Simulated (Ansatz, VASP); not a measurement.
One calculation of Ru, two programs

```
Ru
1.0
     0.00000    1.91500    1.91500
     1.91500    0.00000    1.91500
     1.91500    1.91500    0.00000
Ru
1
Direct
  0.00000 0.00000 0.00000
```

Alike in both runs: task electric field gradients; functional PBE; k mesh 16 × 16 × 16; occupations fermi-dirac, width 0.05 eV; no spin polarisation.

|  | VASP | Ansatz |
| --- | --- | --- |
| version | VASP 6.6.1 | Ansatz 0.2.0 |
| potentials or method | VASP PAW PBE potentials, release 64 (Ru_pv), cutoff 520 eV | all-electron PAW with datasets made for the crystal, scalar-relativistic |

Ansatz gave:

* pressure (GPa): -4.5

Task: What did VASP give for the same quantities?

Result: Pressure (GPa): -4.6.

Ansatz ran all-electron here, and VASP with PAW potentials.
